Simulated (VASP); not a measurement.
# GaN (Pmc2_1) in VASP: further runs

Runs on GaN. Level: PBE. Tasks: single point.

All numbers are computed with VASP 6.6.1; they aren't measurements. Logs are shortened: lines on timing, memory, paths and dates and some standing lists are left out, and cuts for length are marked.

## Step 1: The cell of the first run

It takes space group Pmc2_1 (No. 26, orthorhombic). Conventional cell: a = 3.219 Å, b = 5.575 Å, c = 5.243 Å, α = 90.00°, β = 90.00°, γ = 90.00°. Ga (site symmetry m) has 4 N at 1.93 to 2.04 Å within 2.6 Å. Ga (site symmetry m) has 4 N at 1.90 to 2.00 Å within 2.5 Å. Within 2.7 Å of N (site symmetry m) lie 4 Ga at 2.00 to 2.04 Å. N (site symmetry m) has 4 Ga at 1.90 to 1.94 Å within 2.5 Å.

## Step 2: Single point, PBE (mode 11 frozen in at -0.080 Å and mode 13 at +0.000 Å (largest displacements))

The input, INCAR:

```
SYSTEM = GaN
ALGO = Normal
EDIFF = 1E-6
ENCUT = 520
GGA = PE
ISIF = 2
ISMEAR = 0
LASPH = .TRUE.
LCHARG = .FALSE.
LREAL = .FALSE.
LWAVE = .FALSE.
NBANDS = 46
NELM = 100
PREC = Accurate
SIGMA = 0.05
```

The input, KPOINTS:

```
k-points
0
G
  8 6 6
  0 0 0
```

The input, POSCAR:

```
GaN
1.0
   -3.2185392732      0.0000000000      0.0000000000
    0.0000000000      0.0000000000     -5.2433778863
    0.0000000001     -5.5746735474      0.0000000000
Ga N
4 4
Direct
    0.5000000000      0.0063237159      0.1800667853
    0.0000000000     -0.0045969973      0.6532665481
    0.0000000000      0.4954030027      0.3467334519
    0.5000000000      0.5063237159      0.8199332147
    0.5000000000      0.6217669117      0.1689318905
    0.0000000000      0.6265063697      0.6644014429
    0.0000000000      0.1265063697      0.3355985571
    0.5000000000      0.1217669117      0.8310681095
```

Potentials or basis: VASP PAW PBE potentials, release 64 (Ga_d, N).

Command:

```console
$ cat potpaw_PBE.64/Ga_d/POTCAR potpaw_PBE.64/N/POTCAR > POTCAR
$ mpirun -np 1 vasp_std > vasp.out
```

OUTCAR:

```text
SYSTEM = GaN
   EDIFF = 1E-6
   ENCUT = 520
   GGA = PE
   ISIF = 2
   ISMEAR = 0
   LASPH = .TRUE.
   LREAL = .FALSE.
   NELM = 100
   PREC = Accurate

 ion  position               nearest neighbor table
   1  0.500  0.006  0.180-   7 1.93   7 1.93   5 2.02   8 2.04
   2  0.000  0.995  0.653-   7 1.90   6 1.94   8 2.00   8 2.00
   3  0.000  0.495  0.347-   6 1.90   7 1.94   5 2.00   5 2.00
   4  0.500  0.506  0.820-   6 1.93   6 1.93   8 2.02   5 2.04
   5  0.500  0.622  0.169-   3 2.00   3 2.00   1 2.02   4 2.04
   6  0.000  0.627  0.664-   3 1.90   4 1.93   4 1.93   2 1.94
   7  0.000  0.127  0.336-   2 1.90   1 1.93   1 1.93   3 1.94
   8  0.500  0.122  0.831-   2 2.00   2 2.00   4 2.02   1 2.04

  LATTYP: Found a simple orthorhombic cell.
 ALAT       =     3.2185392732
 B/A-ratio  =     1.6291172613
 C/A-ratio  =     1.7320508076

  Lattice vectors:

 A1 = (  -3.2185392732,   0.0000000000,   0.0000000000)
 A2 = (   0.0000000000,   0.0000000000,  -5.2433778863)
 A3 = (   0.0000000001,  -5.5746735474,   0.0000000000)

Analysis of symmetry for initial positions (statically):
=====================================================================
 Subroutine PRICEL returns:
 Original cell was already a primitive cell.

 Routine SETGRP: Setting up the symmetry group for a
 simple orthorhombic supercell.

 Subroutine GETGRP returns: Found  4 space group operations
 (whereof  2 operations were pure point group operations)
 out of a pool of  8 trial point group operations.

The static configuration has the point symmetry C_1h.
 The point group associated with its full space group is C_2v.

Analysis of symmetry for dynamics (positions and initial velocities):
=====================================================================
 Subroutine PRICEL returns:
 Original cell was already a primitive cell.

 Routine SETGRP: Setting up the symmetry group for a
 simple orthorhombic supercell.

 Subroutine GETGRP returns: Found  4 space group operations
 (whereof  2 operations were pure point group operations)
 out of a pool of  8 trial point group operations.

The dynamic configuration has the point symmetry C_1h.
 The point group associated with its full space group is C_2v.

 Subroutine INISYM returns: Found  4 space group operations
 (whereof  2 operations are pure point group operations),
 and found     1 'primitive' translations

----------------------------------------------------------------------------------------

                                     Primitive cell

  volume of cell :      94.0783

[... 102 lines left out ...]
   EDIFFG = 0.1E-04   stopping-criterion for IOM
   NSW    =      0    number of steps for IOM
   IBRION =     -1    ionic relax: 0-MD 1-quasi-New 2-CG
   NFREE  =      0    steps in history (QN), initial steepest desc. (CG)
   ISIF   =      2    stress and relaxation
   ISYM   =      2    0-nonsym 1-usesym 2-fastsym
   POTIM  = 0.5000    time-step for ionic-motion
   TEBEG  =    0.0;   TEEND  =   0.0 temperature during run
   PSTRESS=    0.0 pullay stress
   NELECT =      72.0000    total number of electrons
   NUPDOWN=      -1.0000    fix difference up-down
   EMIN   =  10.00;   EMAX   =-10.00  energy-range for DOS
   EFERMI =   0.00;   METHOD = LEGACY
   ISMEAR =     0;   SIGMA  =   0.05  broadening in eV -4-tet -1-fermi 0-gaus
   EFERMI_NEDOS =   21; number of points for ismear=-14 and -15
   IALGO  =     38    algorithm
   IMIX   =      4    mixing-type and parameters
     AMIX     =   0.40;   BMIX     =  1.00
     AMIX_MAG =   1.60;   BMIX_MAG =  1.00
  volume/ion in A,a.u.               =      11.76        79.36
  Fermi-wavevector in a.u.,A,eV,Ry     =   1.497462  2.829793 30.509608  2.242393
  Thomas-Fermi vector in A             =   2.609347
   LORBIT       =      0    0 simple, 1 ext, 2 COOP (PROOUT), +10 PAW based schemes
   GGA     = PE    functional components
   LHFCALC =     F    Hartree Fock is set to
   AEXX    =    0.0000 exact exchange contribution
   IVDW    =     0    specifies the selected vdW correction
   LEPSILON=     F    determine dielectric tensor
   LRPA    =     F    only Hartree local field effects (RPA)
 non-spin polarized calculation
 Gauss-broadening in eV      SIGMA  =   0.05
  energy-cutoff  :      520.00
  volume of cell :       94.08
 maximum number of plane-waves:      2568
 NGX is ok and might be reduce to    24
   NGX = 11   NGY = 19   NGZ = 21

 number of electron      72.0000029 magnetization

 Free energy of the ion-electron system (eV)
  ---------------------------------------------------
  ext. energy  EPLUGINS =         0.00000000
  ---------------------------------------------------
  free energy    TOTEN  =       -48.35539174 eV

  energy without entropy =      -48.35539174  energy(sigma->0) =      -48.35539174

 E-fermi :   5.2957     XC(G=0): -11.5129

 val. band max:        5.0816414608   @ k =   0.0000   0.0000   0.0000
 cond. band min:       6.6806837457   @ k =   0.0000   0.0000   0.0000
 fundamental gap:      1.5990422849
 Fermi energy:         5.2957416537

 k-point     1 :       0.0000    0.0000    0.0000
  band No.  band energies     occupation
      1     -10.9720      2.00000
      2     -10.3747      2.00000
      3      -9.6025      2.00000
      4      -9.5384      2.00000
      5      -8.4602      2.00000
      6      -8.4574      2.00000
[... 1165 lines left out ...]
     45      14.4155      0.00000
     46      14.6860      0.00000

 [... further k-points ...]
[... 5 lines left out ...]
  --------------------------------------------------------------------------------------
  -------------------------------------------------------------------------------------
  Total        0.5600630      0.6487207      0.4712468     -0.0000000      0.0000000      0.0000000
  in kB        9.5380160     11.0478799      8.0254535     -0.0000000      0.0000000      0.0000000
  external PRESSURE =       9.5371165 kB  Pullay stress =       0.0000000 kB

 VOLUME and BASIS-vectors are now :
 -----------------------------------------------------------------------------
  energy-cutoff  :      520.00
  volume of cell :       94.08
      direct lattice vectors                 reciprocal lattice vectors
    -3.218539273  0.000000000  0.000000000    -0.310699953 -0.000000000  0.000000000
     0.000000000  0.000000000 -5.243377886     0.000000000  0.000000000 -0.190716752
     0.000000000 -5.574673547  0.000000000     0.000000000 -0.179382701  0.000000000

 POSITION                                       TOTAL-FORCE (eV/Angst)
 -----------------------------------------------------------------------------------
     -1.60927     -1.00381     -0.03316        -0.000000      1.656848      0.691885
      0.00000     -3.64175     -5.21927         0.000000     -1.819090     -0.616844
      0.00000     -1.93293     -2.59759        -0.000000      1.819090     -0.616844
     -1.60927     -4.57086     -2.65485         0.000000     -1.656848      0.691885
     -1.60927     -0.94174     -3.26016         0.000000     -0.058424     -0.088125
      0.00000     -3.70382     -3.28501         0.000000     -0.183450      0.013084
      0.00000     -1.87085     -0.66332        -0.000000      0.183450      0.013084
     -1.60927     -4.63293     -0.63847        -0.000000      0.058424     -0.088125
 -----------------------------------------------------------------------------------
    total drift:                               -0.000000      0.000017      0.001885

  FREE ENERGIE OF THE ION-ELECTRON SYSTEM (eV)
  ---------------------------------------------------
  free  energy   TOTEN  =       -48.3553917353 eV

  energy  without entropy=      -48.3553917353  energy(sigma->0) =      -48.35539174
```

Run time: 2.1 min. Hardware: 1 thread of Intel Xeon 6975P-C (Granite Rapids), shared host; peak memory 0.37 GiB.

What came out:

| Property | Result |
| --- | --- |
| Free energy | -48.3554 eV |
| Pressure | 1.0 GPa |
| Largest force | 1.921 eV/Å |
| Band gap on the k mesh | 1.60 eV, direct |

Forces in eV/Å, atoms in the order of the input:
```
Ga   0.000  1.657  0.692
Ga   0.000 -1.819 -0.617
Ga   0.000  1.819 -0.617
Ga   0.000 -1.657  0.692
N    0.000 -0.058 -0.088
N    0.000 -0.183  0.013
N    0.000  0.183  0.013
N    0.000  0.058 -0.088
```

Stress tensor (GPa, compression positive):
```
0.95 0.00 0.00
0.00 1.10 0.00
0.00 0.00 0.80
```

Caveat: the cell differs from its parent crystal (mode 11 frozen in at -0.080 Å and mode 13 at +0.000 Å (largest displacements)); forces of over 1 eV/Å act on the atoms, so gaps and moduli don't describe the material at rest.

## Step 3: Single point, PBE (mode 11 frozen in at -0.080 Å and mode 13 at +0.039 Å (largest displacements))

The input, INCAR:

```
SYSTEM = GaN
ALGO = Normal ; EDIFF = 1E-7
ENCUT = 520 ; GGA = PE
ISIF = 2 ; ISMEAR = 0
LASPH = .True. ; LCHARG = .False.
LREAL = .False. ; LWAVE = .False.
NBANDS = 46 ; NELM = 100
PREC = Accurate ; SIGMA = 0.05
```

The input, KPOINTS:

```
k-points
0
Gamma
  8 6 6
  0 0 0
```

The input, POSCAR:

```
GaN
1.0
   -3.2185392732      0.0000000000      0.0000000000
    0.0000000000      0.0000000000     -5.2433778863
    0.0000000001     -5.5746735474      0.0000000000
Ga N
4 4
Direct
    0.5000000000      0.0078256254      0.1800656756
    0.0000000000     -0.0030950878      0.6532654383
    0.0000000000      0.4969049122      0.3467345617
    0.5000000000      0.5078256254      0.8199343244
    0.5000000000      0.6142908187      0.1689248565
    0.0000000000      0.6190302768      0.6643944090
    0.0000000000      0.1190302768      0.3356055910
    0.5000000000      0.1142908187      0.8310751435
```

Potentials or basis: VASP PAW PBE potentials, release 64 (Ga_d, N).

Command:

```console
$ cat potpaw_PBE.64/Ga_d/POTCAR potpaw_PBE.64/N/POTCAR > POTCAR
$ mpirun -np 1 vasp_std > vasp.out
```

It took 2.4 min on 1 thread of Intel Xeon 6975P-C (Granite Rapids), shared host; peak memory 0.36 GiB.

It converged, with:

```yaml
Free_energy: -48.3043 eV
Pressure: 1.2 GPa
Largest_force: 2.028 eV/Å
Band_gap_on_the_k_mesh: 1.61 eV, direct
```

Forces on the atoms (eV/Å):
```
Ga   0.000  1.740  1.042
Ga   0.000 -1.938 -0.072
Ga   0.000  1.938 -0.072
Ga   0.000 -1.740  1.042
N    0.000 -0.035 -0.435
N    0.000 -0.231 -0.535
N    0.000  0.231 -0.535
N    0.000  0.035 -0.435
```

Stress tensor (GPa, compression positive):
```
 2.45  0.00  0.00
 0.00  2.71  0.00
 0.00  0.00 -1.44
```

Levels at points of the mesh, in eV from the valence-band top:
```tsv
k point	band 33	band 34	band 35	band 36	band 37	band 38	band 39	band 40
(0.00, 0.00, 0.00)	-0.66	-0.11	-0.05	0.00	1.61	3.86	4.88	5.31
(0.50, 0.00, 0.00)	-2.25	-2.12	-2.09	-1.47	5.41	6.13	6.29	6.44
(0.00, 0.50, 0.00)	-0.58	-0.58	-0.47	-0.47	3.88	3.88	4.35	4.35
(0.50, 0.50, 0.00)	-1.87	-1.87	-1.27	-1.27	5.39	5.39	5.86	5.86
(0.00, 0.00, 0.50)	-0.73	-0.66	-0.51	-0.37	3.83	4.15	5.57	5.68
(0.50, 0.00, 0.50)	-2.21	-1.85	-1.27	-0.99	4.47	5.08	5.25	5.45
(0.00, 0.50, 0.50)	-1.77	-1.77	-0.89	-0.89	4.76	4.76	5.30	5.30
(0.50, 0.50, 0.50)	-1.88	-1.88	-1.45	-1.45	3.91	3.91	4.61	4.61
```

Caveat: the cell differs from its parent crystal (mode 11 frozen in at -0.080 Å and mode 13 at +0.039 Å (largest displacements)); forces of over 1 eV/Å act on the atoms, so gaps and moduli don't describe the material at rest.

[end of part 1 of 2]
